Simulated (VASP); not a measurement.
# TaS2 (P-3m1) in VASP: further runs

The runs below take TaS2 through single point, with PBE.

Everything below comes from runs of VASP 6.6.1. Logs are shortened: lines on timing, memory, paths and dates and some standing lists are left out, and cuts for length are marked.

## 1. The cell of the first run

Symmetry: P-3m1, No. 164, trigonal system. Conventional cell: a = 3.451 Å, b = 3.451 Å, c = 5.860 Å, α = 90.00°, β = 90.00°, γ = 120.00°. Ta (site symmetry -3m) has 6 S at 2.47 Å within 3.3 Å. S (site symmetry 3m) has 3 Ta at 2.47 Å within 3.3 Å.

## 2. Single point, PBE (equal xx and yy strain of +3 %)

INCAR

```
SYSTEM = TaS2
ALGO     = Normal         ! electronic algorithm
EDIFF    = 1E-6           ! SCF threshold, eV
ENCUT    = 500            ! plane-wave cutoff, eV
GGA      = PE             ! functional
GGA_COMPAT= .False.      
ISIF     = 2              ! what is computed and relaxed
ISMEAR   = -1             ! smearing method
LASPH    = .True.         ! aspherical terms in the spheres
LCHARG   = .False.        ! write CHGCAR
LREAL    = .False.        ! projectors in reciprocal space
LWAVE    = .False.        ! write WAVECAR
NBANDS   = 18             ! bands
NELM     = 120            ! most SCF steps
PREC     = Accurate       ! precision mode
SIGMA    = 0.03           ! smearing width, eV
```

KPOINTS

```
k-points
0
Gamma
  9 9 5
  0 0 0
```

POSCAR

```
TaS2
1.0
    3.4505021842      0.0000000000      0.0000000000
   -1.7252510921      2.9882225474      0.0000000000
    0.0000000000      0.0000000000      5.8600000000
Ta S
1 2
Direct
    0.0000000000      0.0000000000      0.0000000000
    0.3333333333      0.6666666667      0.2500000000
    0.6666666667      0.3333333333      0.7500000000
```

Potentials or basis: VASP PAW PBE potentials, release 64 (Ta_pv, S).

Started as:

```bash
$ cat potpaw_PBE.64/Ta_pv/POTCAR potpaw_PBE.64/S/POTCAR > POTCAR
$ mpirun -np 1 vasp_std > vasp.out
```

OUTCAR:

```text
SYSTEM = TaS2
   EDIFF = 1E-6
   ENCUT = 500
   GGA = PE
   ISIF = 2
   ISMEAR = -1
   LASPH = .True.
   LREAL = .False.
   NELM = 120
   PREC = Accurate

 ion  position               nearest neighbor table
   1  0.000  0.000  0.000-   2 2.47   3 2.47   3 2.47   2 2.47   3 2.47   2 2.47
   2  0.333  0.667  0.250-   1 2.47   1 2.47   1 2.47
   3  0.667  0.333  0.750-   1 2.47   1 2.47   1 2.47

  LATTYP: Found a hexagonal cell.
 ALAT       =     3.4505021842
 C/A-ratio  =     1.6983035185

  Lattice vectors:

 A1 = (   3.4505021842,   0.0000000000,   0.0000000000)
 A2 = (  -1.7252510921,   2.9882225474,   0.0000000000)
 A3 = (   0.0000000000,   0.0000000000,   5.8600000000)

Analysis of symmetry for initial positions (statically):
=====================================================================
 Subroutine PRICEL returns:
 Original cell was already a primitive cell.

 Routine SETGRP: Setting up the symmetry group for a
 hexagonal supercell.

 Subroutine GETGRP returns: Found 12 space group operations
 (whereof 12 operations were pure point group operations)
 out of a pool of 24 trial point group operations.

The static configuration has the point symmetry D_3d.

Analysis of symmetry for dynamics (positions and initial velocities):
=====================================================================
 Subroutine PRICEL returns:
 Original cell was already a primitive cell.

 Routine SETGRP: Setting up the symmetry group for a
 hexagonal supercell.

 Subroutine GETGRP returns: Found 12 space group operations
 (whereof 12 operations were pure point group operations)
 out of a pool of 24 trial point group operations.

The dynamic configuration has the point symmetry D_3d.

 Subroutine INISYM returns: Found 12 space group operations
 (whereof 12 operations are pure point group operations),
 and found     1 'primitive' translations

----------------------------------------------------------------------------------------

                                     Primitive cell

  volume of cell :      60.4217

  direct lattice vectors                    reciprocal lattice vectors
     3.450502184  0.000000000  0.000000000     0.289812887  0.167323548  0.000000000
    -1.725251092  2.988222547  0.000000000     0.000000000  0.334647097  0.000000000
     0.000000000  0.000000000  5.860000000     0.000000000  0.000000000  0.170648464

  length of vectors
     3.450502184  3.450502184  5.860000000     0.334647097  0.334647097  0.170648464

  position of ions in fractional coordinates (direct lattice)
     0.000000000  0.000000000  0.000000000
     0.333333333  0.666666667  0.250000000
     0.666666667  0.333333333  0.750000000

  ion indices of the primitive-cell ions
   primitive index   ion index
                 1           1
                 2           2
                 3           3

----------------------------------------------------------------------------------------

 KPOINTS: k-points

Automatic generation of k-mesh.
 Grid dimensions read from file:
 generate k-points for:    9    9    5

 Generating k-lattice:

  Cartesian coordinates                     Fractional coordinates (reciprocal lattice)
     0.032201432  0.018591505  0.000000000     0.111111111 -0.000000000  0.000000000
     0.000000000  0.037183011  0.000000000     0.000000000  0.111111111  0.000000000
     0.000000000  0.000000000  0.034129693     0.000000000  0.000000000  0.200000000

  Length of vectors
     0.037183011  0.037183011  0.034129693

  Shift w.r.t. Gamma in fractional coordinates (k-lattice)
     0.000000000  0.000000000  0.000000000

 Subroutine IBZKPT returns following result:
 ===========================================

 Found     50 irreducible k-points:

 Following reciprocal coordinates:
            Coordinates               Weight
  0.000000  0.000000  0.000000      1.000000
  0.111111 -0.000000  0.000000      6.000000
  0.222222 -0.000000  0.000000      6.000000
  0.333333  0.000000  0.000000      6.000000
  0.444444 -0.000000  0.000000      6.000000
  0.111111  0.111111  0.000000      6.000000
[... 16 lines left out ...]
  0.222222  0.111111  0.200000     12.000000
 -0.111111  0.333333  0.200000     12.000000
 [... further k-points ...]
   k-points           NKPTS =     50   k-points in BZ     NKDIM =     50   number of bands    NBANDS=     18
   number of dos      NEDOS =    301   number of ions     NIONS =      3
   total plane-waves  NPLWV =  37632
   dimension x,y,z NGX =    28 NGY =   28 NGZ =   48
   dimension x,y,z NGXF=    56 NGYF=   56 NGZF=   96
   ions per type =               1   2
   NGX,Y,Z   is equivalent  to a cutoff of  13.49, 13.49, 13.62 a.u.
   NGXF,Y,Z  is equivalent  to a cutoff of  26.98, 26.98, 27.23 a.u.
 SYSTEM =  TaS2
   PREC   = accura    normal or accurate (medium, high low for compatibility)
   ISTART =      0    job   : 0-new  1-cont  2-samecut
   ICHARG =      2    charge: 1-file 2-atom 10-const
   ISPIN  =      1    spin polarized calculation?
   LNONCOLLINEAR =      F non collinear calculations
   LSORBIT =      F    spin-orbit coupling
   LASPH  =      T    aspherical Exc in radial PAW
   ENCUT  =  500.0 eV  36.75 Ry    6.06 a.u.   6.29  6.29 10.68*2*pi/ulx,y,z
   NELM   =    120;   NELMIN=  2; NELMDL= -5     # of ELM steps
   EDIFF  = 0.1E-05   stopping-criterion for ELM
   LREAL  =      F    real-space projection
   EDIFFG = 0.1E-04   stopping-criterion for IOM
   NSW    =      0    number of steps for IOM
   IBRION =     -1    ionic relax: 0-MD 1-quasi-New 2-CG
   NFREE  =      0    steps in history (QN), initial steepest desc. (CG)
   ISIF   =      2    stress and relaxation
   ISYM   =      2    0-nonsym 1-usesym 2-fastsym
   POTIM  = 0.5000    time-step for ionic-motion
   TEBEG  =    0.0;   TEEND  =   0.0 temperature during run
   PSTRESS=    0.0 pullay stress
   NELECT =      23.0000    total number of electrons
   NUPDOWN=      -1.0000    fix difference up-down
   EMIN   =  10.00;   EMAX   =-10.00  energy-range for DOS
   EFERMI =   0.00;   METHOD = LEGACY
   ISMEAR =    -1;   SIGMA  =   0.03  broadening in eV -4-tet -1-fermi 0-gaus
   EFERMI_NEDOS =   21; number of points for ismear=-14 and -15
   IALGO  =     38    algorithm
   IMIX   =      4    mixing-type and parameters
     AMIX     =   0.40;   BMIX     =  1.00
     AMIX_MAG =   1.60;   BMIX_MAG =  1.00
  volume/ion in A,a.u.               =      20.14       135.92
  Fermi-wavevector in a.u.,A,eV,Ry     =   1.186460  2.242085 19.152754  1.407688
  Thomas-Fermi vector in A             =   2.322632
   LORBIT       =      0    0 simple, 1 ext, 2 COOP (PROOUT), +10 PAW based schemes
   GGA     = PE    functional components
   LHFCALC =     F    Hartree Fock is set to
   AEXX    =    0.0000 exact exchange contribution
   IVDW    =     0    specifies the selected vdW correction
   LEPSILON=     F    determine dielectric tensor
   LRPA    =     F    only Hartree local field effects (RPA)
 non-spin polarized calculation
  energy-cutoff  :      500.00
  volume of cell :       60.42
 maximum number of plane-waves:      1557
 NGX is ok and might be reduce to    28
   NGX = 13   NGY = 13   NGZ = 21

 number of electron      23.0000004 magnetization

 Free energy of the ion-electron system (eV)
  ---------------------------------------------------
  ext. energy  EPLUGINS =         0.00000000
  ---------------------------------------------------
  free energy    TOTEN  =       -23.07503120 eV

  energy without entropy =      -23.06753350  energy(sigma->0) =      -23.07128235

 E-fermi :   5.1183     XC(G=0): -10.2446

 val. band max:        5.0972397431   @ k =   0.0000   0.0000   0.0000
 cond. band min:       5.1452218978   @ k =   0.3333   0.1111   0.2000
 fundamental gap:      0.0479821548
 Fermi energy:         5.1182843307

 k-point     1 :       0.0000    0.0000    0.0000
  band No.  band energies     occupation
      1     -30.3444      2.00000
      2     -30.3444      2.00000
      3     -30.3106      2.00000
      4      -9.6947      2.00000
      5      -7.7654      2.00000
      6      -1.5143      2.00000
[... 10 lines left out ...]
     17      10.0949      0.00000
     18      10.1222      0.00000

 k-point     2 :       0.1111   -0.0000    0.0000
  band No.  band energies     occupation
      1     -30.3699      2.00000
      2     -30.3502      2.00000
      3     -30.3059      2.00000
      4      -9.5250      2.00000
      5      -7.7777      2.00000
      6      -1.3070      2.00000
[... 10 lines left out ...]
     17      10.7917      0.00000
     18      11.0786      0.00000

 k-point     3 :       0.2222   -0.0000    0.0000
  band No.  band energies     occupation
      1     -30.4339      2.00000
      2     -30.3651      2.00000
      3     -30.2938      2.00000
      4      -9.0652      2.00000
      5      -7.8066      2.00000
      6      -0.7541      2.00000
[... 10 lines left out ...]
     17      11.9579      0.00000
     18      12.1530      0.00000

 k-point     4 :       0.3333    0.0000    0.0000
  band No.  band energies     occupation
      1     -30.5056      2.00000
      2     -30.3819      2.00000
      3     -30.2801      2.00000
      4      -8.4901      2.00000
      5      -7.8082      2.00000
      6      -0.6157      2.00000
[... 10 lines left out ...]
     17      11.3842      0.00000
     18      11.8905      0.00000

 k-point     5 :       0.4444   -0.0000    0.0000
  band No.  band energies     occupation
      1     -30.5518      2.00000
      2     -30.3928      2.00000
      3     -30.2710      2.00000
      4      -8.1696      2.00000
      5      -7.6731      2.00000
      6      -1.4047      2.00000
[... 10 lines left out ...]
     17      10.8919      0.00000
     18      11.8145      0.00000

 k-point     6 :       0.1111    0.1111    0.0000
  band No.  band energies     occupation
      1     -30.4123      2.00000
      2     -30.3629      2.00000
      3     -30.2974      2.00000
      4      -9.2088      2.00000
      5      -7.7990      2.00000
      6      -0.9151      2.00000
[... 10 lines left out ...]
     17      11.8574      0.00000
     18      12.2214      0.00000

 k-point     7 :       0.2222    0.1111    0.0000
  band No.  band energies     occupation
      1     -30.4748      2.00000
      2     -30.3841      2.00000
      3     -30.2845      2.00000
      4      -8.6756      2.00000
      5      -7.8238      2.00000
      6      -0.3112      2.00000
[... 10 lines left out ...]
     17      12.1303      0.00000
     18      12.7488      0.00000

 k-point     8 :       0.3333    0.1111    0.0000
  band No.  band energies     occupation
      1     -30.5287      2.00000
      2     -30.4029      2.00000
      3     -30.2732      2.00000
      4      -8.1901      2.00000
      5      -7.7736      2.00000
      6      -0.9259      2.00000
[... 10 lines left out ...]
     17      11.5439      0.00000
     18      11.9915      0.00000
[... 229 lines left out ...]
     17      10.7644      0.00000
     18      11.2396      0.00000

 k-point    20 :       0.4444   -0.0000    0.2000
  band No.  band energies     occupation
      1     -30.5518      2.00000
      2     -30.3928      2.00000
      3     -30.2711      2.00000
      4      -8.1541      2.00000
      5      -7.6909      2.00000
      6      -1.3940      2.00000
[... 10 lines left out ...]
     17      11.1666      0.00000
     18      11.5503      0.00000

 k-point    21 :       0.0000    0.4444    0.2000
  band No.  band energies     occupation
      1     -30.5518      2.00000
      2     -30.3928      2.00000
      3     -30.2711      2.00000
      4      -8.2373      2.00000
      5      -7.5794      2.00000
      6      -1.4836      2.00000
[... 10 lines left out ...]
     17      10.4570      0.00000
     18      11.0874      0.00000

 k-point    22 :       0.1111    0.1111    0.2000
  band No.  band energies     occupation
      1     -30.4123      2.00000
      2     -30.3629      2.00000
      3     -30.2975      2.00000
      4      -9.1366      2.00000
      5      -7.9137      2.00000
      6      -0.7120      2.00000
[... 10 lines left out ...]
     17      12.0090      0.00000
     18      12.2542      0.00000

 k-point    23 :       0.2222    0.1111    0.2000
  band No.  band energies     occupation
      1     -30.4748      2.00000
      2     -30.3841      2.00000
      3     -30.2846      2.00000
      4      -8.5923      2.00000
      5      -7.9322      2.00000
      6      -0.1797      2.00000
[... 10 lines left out ...]
     17      12.3911      0.00000
     18      12.5740      0.00000

 k-point    24 :      -0.1111    0.3333    0.2000
  band No.  band energies     occupation
      1     -30.4748      2.00000
      2     -30.3841      2.00000
      3     -30.2846      2.00000
      4      -8.6401      2.00000
      5      -7.8639      2.00000
      6      -0.5308      2.00000
[... 10 lines left out ...]
     17      11.5651      0.00000
     18      12.3477      0.00000

 [... further k-points ...]
[... 5 lines left out ...]
  --------------------------------------------------------------------------------------
  -------------------------------------------------------------------------------------
  Total       -0.6262256     -0.6262256      2.0659191      0.0000000      0.0000000      0.0000000
  in kB      -16.6053697    -16.6053697     54.7811359      0.0000000      0.0000000      0.0000000
  external PRESSURE =       7.1901322 kB  Pullay stress =       0.0000000 kB

 VOLUME and BASIS-vectors are now :
 -----------------------------------------------------------------------------
  energy-cutoff  :      500.00
  volume of cell :       60.42
      direct lattice vectors                 reciprocal lattice vectors
     3.450502184  0.000000000  0.000000000     0.289812887  0.167323548  0.000000000
    -1.725251092  2.988222547  0.000000000     0.000000000  0.334647097  0.000000000
     0.000000000  0.000000000  5.860000000     0.000000000  0.000000000  0.170648464

 POSITION                                       TOTAL-FORCE (eV/Angst)
 -----------------------------------------------------------------------------------
      0.00000      0.00000      0.00000         0.000000      0.000000      0.000000
     -0.00000      1.99215      1.46500         0.000000     -0.000000      0.456384
      1.72525      0.99607      4.39500        -0.000000      0.000000     -0.456384
 -----------------------------------------------------------------------------------
    total drift:                               -0.000000     -0.000000     -0.000000

  FREE ENERGIE OF THE ION-ELECTRON SYSTEM (eV)
  ---------------------------------------------------
  free  energy   TOTEN  =       -23.0750311991 eV

  energy  without entropy=      -23.0675335010  energy(sigma->0) =      -23.07128235
```

Run time: 58 s. Hardware: 1 thread of Intel Xeon Platinum 8488C (Sapphire Rapids), shared host; peak memory 0.2 GiB.

Results:

```yaml
Free_energy: -23.0750 eV
Pressure: 0.7 GPa
Largest_force: 0.456 eV/Å
```

Forces on the atoms (eV/Å):
```
Ta   0.000  0.000  0.000
S    0.000  0.000  0.456
S    0.000  0.000 -0.456
```

Caveat: the cell differs from its parent crystal (equal xx and yy strain of +3 %); spin-orbit coupling is left out, which moves the levels of the heavy elements; this functional lacks dispersion, which binds the layers, so the pressure and a relaxed spacing across them are unreliable.

(Part 1 of 3 ends here.)
